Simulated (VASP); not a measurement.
Input of a VASP 6.6.1 run:

INCAR

```
  PREC = Accurate
  ENCUT = 520
  EDIFF = 1E-6
  ISMEAR = 0
  SIGMA = 0.1
  LREAL = F
  LASPH = T
  NELM = 80
  ALGO = Normal
  ISIF = 2
  LWAVE = F
  LCHARG = F
  GGA = PE
  NBANDS = 13
```

Contents of KPOINTS:

```
Automatic mesh
0
Gamma
  24 24 24
```

File POSCAR:

```
Ge
1.0
   -1.6077306662      1.6077306662      1.8753619185
    1.6077306662     -1.6077306662      1.8753619185
    1.6077306662      1.6077306662     -1.8753619185
Ge
1
Direct
    0.5000000000      0.5000000000      0.0000000000
```

Potentials or basis: VASP PAW PBE potentials, release 64 (Ge_d).

Launch:

```sh
$ cat potpaw_PBE.64/Ge_d/POTCAR > POTCAR
$ mpirun -np 1 vasp_std > vasp.out
```

(1) What does it give for the band gap on the k mesh?

(2) Predict the pressure.

Answers

(1) zero (bands 7 and 8 overlap by 11.30 eV).

(2) -0.1 GPa.
